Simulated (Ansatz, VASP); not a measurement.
K in VASP and in Ansatz

```
K
1.0
     3.88359    0.00000    0.00000
     0.00000    3.88359    0.00000
     0.00000    0.00000    5.31004
K
1
Cartesian
  0.0000 0.0000 0.0000
```

Alike in both runs: task single point; functional r2SCAN; k mesh 12 × 12 × 12; occupations gaussian, width 0.15 eV; no spin polarisation.

|  | VASP | Ansatz |
| --- | --- | --- |
| version | VASP 6.6.1 | Ansatz 0.2.0 |
| potentials or method | VASP PAW PBE potentials, release 64 (K_sv), cutoff 520 eV | scalar-relativistic, plane waves, PAW |
| valence electrons in the cell | 9 | 9 |

VASP gave:

```
gap on the k mesh at the Fermi level (eV)                     : none
pressure (GPa)                                                : 0.4
traceless stress, the component that is largest in VASP (GPa) : -1.68
```

Task: What did Ansatz give for the same quantities?

Result: gap on the k mesh at the Fermi level (eV): none; pressure (GPa): 0.5; traceless stress, the component that is largest in VASP (GPa): -1.67.

VASP's potentials were made for PBE, not for r2SCAN. A gap of «none» marks a metal or a gap that the smearing closes. With one functional, cell and mesh, what is left measures potentials, basis and numerics.
